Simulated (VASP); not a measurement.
Write the native input for VASP 6.6.1 that does the following.

| Item | Value |
| --- | --- |
| Task | single point |
| Functional | revPBE |
| Potentials or basis | VASP PAW PBE potentials, release 64 (K_sv) |
| Cutoff | 520 eV |
| k mesh | 8 × 8 × 8 |
| Occupations | fermi-dirac, width 0.1 eV |
| Spin | no spin polarisation |
| Dipole correction | no |
| Further INCAR settings | ALGO = Normal; EDIFF = 1e-06; NBANDS = 10 |

The structure of K lies in POSCAR:

```
K
1.0
    4.2874778989      0.0000000000      0.0000000000
    0.0000000000      4.2874778989      0.0000000000
    0.0000000000      0.0000000000      4.2874778989
K
1
Direct
    0.0000000000      0.0000000000      0.0000000000
```

This isn't the form of K at room conditions, which is bcc.

The input as run:

INCAR

```
SYSTEM = K
  PREC = Accurate
  ENCUT = 520
  EDIFF = 1E-6
  ISMEAR = -1
  SIGMA = 0.1
  LREAL = .False.
  LASPH = .True.
  NELM = 100
  ALGO = Normal
  ISIF = 2
  LWAVE = .False.
  LCHARG = .False.
  GGA = RE
  NBANDS = 10
```

KPOINTS

```
regular mesh
0
Gamma
  8 8 8
  0 0 0
```

Potentials or basis: VASP PAW PBE potentials, release 64 (K_sv).

Command:

```bash
$ cat potpaw_PBE.64/K_sv/POTCAR > POTCAR
$ mpirun -np 1 vasp_std > vasp.out
```

Results of the run:

```json
{"Pressure": "0.2 GPa", "Band gap on the k mesh": "zero (an odd number of electrons rules out a gap without spin polarisation)"}
```

Caveat: the PAW data sets were made with another functional, which shifts forces and pressure a little.

It took 21 s on 1 thread of Intel Xeon 8259CL, on a shared host, peak memory 0.18 GiB.
